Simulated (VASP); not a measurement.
A run of VASP 6.6.1 is set up as follows.

File INCAR:

```
  PREC = Accurate
  ENCUT = 600
  EDIFF = 1E-6
  ISMEAR = -1
  SIGMA = 0.1
  LREAL = False
  LASPH = True
  NELM = 120
  ALGO = Normal
  ISIF = 2
  LWAVE = False
  LCHARG = False
  GGA = PE
  NBANDS = 11
  GGA_COMPAT = False
```

File KPOINTS:

```
Automatic mesh
0
Gamma
  5 5 4
```

Contents of POSCAR:

```
MgB2
1.0
    3.0850000000      0.0000000000      0.0000000000
   -1.5425000000      2.6716880000      0.0000000000
    0.0000000000      0.0000000000      3.5230000000
Mg B
1 2
Direct
   -0.0076074101     -0.0010239522      0.0007451215
    0.3467262776      0.6747114249      0.5044094544
    0.6703780813      0.3275908101      0.4939152304
```

Potentials or basis: VASP PAW PBE potentials, release 64 (Mg, B).

Command:

```console
$ cat potpaw_PBE.64/Mg/POTCAR potpaw_PBE.64/B/POTCAR > POTCAR
$ mpirun -np 1 vasp_std > vasp.out
```

(1) Predict the largest force.

(2) Estimate the pressure.

(3) Estimate the band gap on the k mesh.

## Answers

(1) 0.593 eV/Å.

(2) -1.3 GPa.

(3) zero (band 4 reaches 6.26 eV, above the bottom of band 5 at 3.84 eV).

Caveat: the k points lie up to 0.47 Å⁻¹ apart.
